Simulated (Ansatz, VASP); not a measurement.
Al in VASP and in Ansatz

```xyz
2
Lattice="2.8125 0.0000 0.0000 -1.4062 2.4357 0.0000 0.0000 0.0000 4.8669" Properties=species:S:1:pos:R:3 pbc="T T T"
Al    1.4062    0.8119    3.6501
Al    0.0000    1.6738    1.2167
```

Alike in both runs: task single point; functional PBE; k mesh 2 × 4 × 2; occupations gaussian, width 0.1 eV; no spin polarisation.

|  | VASP | Ansatz |
| --- | --- | --- |
| version | VASP 6.6.1 | Ansatz 0.2.0 |
| potentials or method | VASP PAW PBE potentials, release 64 (Al) | scalar-relativistic, plane waves, PAW |
| plane-wave cutoff (eV) | 520 | 420 |
| valence electrons in the cell | 6 | 6 |

|  | VASP | Ansatz | Ansatz less VASP |
| --- | --- | --- | --- |
| gap on the k mesh at the Fermi level (eV) | none | none | - |
| pressure (GPa) | 1.2 | 1.2 | +0.01 |
| traceless stress, the component that is largest in VASP (GPa) | 21.99 | 22.01 | +0.017 |
| rms of the force components (eV/Å) | 0.065 | 0.064 | -0.0004 |

Atom by atom the forces differ by 0.000 eV/Å (rms over components). A gap of «none» marks a metal or a gap that the smearing closes. With one functional, cell and mesh, what is left measures potentials, basis and numerics.

The k mesh is coarse, so the values compare programs but aren't converged.
